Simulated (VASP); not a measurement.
C: single point with PBE

The system is C.

```
C
1.0
     0.00000    1.71129    1.71129
     1.71129    0.00000    1.71129
     1.71129    1.71129    0.00000
C
2
Direct
  0.00000 0.00000 0.00000
  0.25000 0.25000 0.25000
```

This cell differs from its parent crystal: volume scaled by 0.880.

```json
{"Program": "VASP 6.6.1", "Task": "single point", "Functional": "PBE", "Potentials or basis": "VASP PAW PBE potentials, release 64 (C)", "Cutoff": "520 eV", "k mesh": "22 × 22 × 22", "Occupations": "gaussian, width 0.05 eV", "Spin": "no spin polarisation"}
```

```yaml
Pressure: 71.1 GPa
Band_gap_on_the_k_mesh: 4.41 eV, indirect (least direct gap 5.93 eV)
```

Levels at points of the mesh, in eV from the valence-band top:
```tsv
k point	band 1	band 2	band 3	band 4	band 5	band 6	band 7	band 8
(0.00, 0.00, 0.00)	-23.21	0.00	0.00	0.00	5.93	5.93	5.93	16.28
(0.50, 0.00, 0.00)	-16.69	-14.82	-3.13	-3.13	8.97	8.97	10.59	16.81
(0.50, 0.50, 0.00)	-13.69	-13.69	-7.09	-7.09	5.01	5.01	18.79	18.79
```

It took 18 s on 1 thread of Intel Xeon 6975P-C (shared host), peak memory 0.14 GiB.

 A k mesh can miss the band edges.
